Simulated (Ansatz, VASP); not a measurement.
## One calculation of AlNi, two programs

```xyz
2
Lattice="2.0426 -2.0426 0.0000 2.0426 2.0426 0.0000 0.0000 0.0000 2.9004" Properties=species:S:1:pos:R:3 pbc="T T T"
Al    0.0000    0.0000   -0.0800
Ni    2.0426    0.0000    1.4870
```

Change from the starting cell: mode 4 frozen in at +0.000 Å and mode 6 at -0.080 Å (largest displacements).

Alike in both runs: task single point; functional PBE; k mesh 16 × 16 × 16; occupations gaussian, width 0.15 eV; no spin polarisation.

|  | VASP | Ansatz |
| --- | --- | --- |
| version | VASP 6.6.1 | Ansatz 0.2.0 |
| potentials or method | VASP PAW PBE potentials, release 64 (Al, Ni), cutoff 520 eV | scalar-relativistic, plane waves, PAW |
| valence electrons in the cell | 13 | 21 |

|  | VASP | Ansatz | Ansatz less VASP |
| --- | --- | --- | --- |
| gap on the k mesh at the Fermi level (eV) | none | none | - |
| pressure (GPa) | 0.8 | 0.9 | +0.07 |
| traceless stress, the component that is largest in VASP (GPa) | -0.64 | -0.63 | +0.009 |
| rms of the force components (eV/Å) | 0.385 | 0.382 | -0.0026 |

Atom by atom the forces differ by 0.003 eV/Å (rms over components). A gap of «none» marks a metal or a gap that the smearing closes. The functional is the same, so the differences come from potentials, cutoffs and numerics. VASP's potentials hold 13 valence electrons a cell and Ansatz's 21, so a difference there can come from the potentials and not from the codes. Ansatz's warnings: near symmetry operations not taken.
